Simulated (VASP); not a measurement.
## AlN: single point with PBE

AlN:

```xyz
2
Lattice="-0.0459 2.0336 2.0336 2.0336 -0.0459 2.0336 2.0336 2.0336 -0.0459" Properties=species:S:1:pos:R:3 pbc="T T T"
Al    0.0000    0.0000    0.0000
N     2.0107    2.0107    2.0107
```

This cell differs from its parent crystal: epitaxial 111 strain +3.0%.

```
Program                : VASP 6.6.1
Task                   : single point
Functional             : PBE
Potentials or basis    : VASP PAW PBE potentials, release 64 (Al, N)
Cutoff                 : 520 eV
k mesh                 : 6 × 6 × 6
Occupations            : gaussian, width 0.01 eV
Spin                   : no spin polarisation
Dipole correction      : no
Further INCAR settings : ALGO = Normal; EDIFF = 1e-06; NBANDS = 11
```

```json
{"Pressure": "-7.5 GPa", "Band gap on the k mesh": "3.74 eV, indirect (least direct gap 4.63 eV)"}
```

Stress tensor (GPa, compression positive):
```
-7.47  6.32  6.32
 6.32 -7.47  6.32
 6.32  6.32 -7.47
```

Levels at points of the mesh, in eV from the valence-band top:
| k point | band 2 | band 3 | band 4 | band 5 | band 6 | band 7 |
| --- | --- | --- | --- | --- | --- | --- |
| (0.00, 0.00, 0.00) | -0.43 | -0.43 | 0.00 | 4.63 | 11.37 | 11.37 |
| (0.50, 0.00, 0.00) | -8.36 | -1.33 | -1.06 | 5.64 | 10.29 | 10.70 |
| (0.50, 0.50, 0.00) | -7.33 | -3.18 | -2.73 | 3.74 | 5.19 | 13.08 |
| (0.50, 0.50, 0.50) | -8.04 | -1.49 | -1.49 | 5.09 | 9.80 | 9.80 |

Wall time 3.3 s on 1 thread of Intel Xeon 6975P-C (shared host), peak memory 0.13 GiB.

Caveat: the k points lie up to 0.44 Å⁻¹ apart; the cell differs from its parent crystal (epitaxial 111 strain +3.0%). A k mesh can miss the band edges.
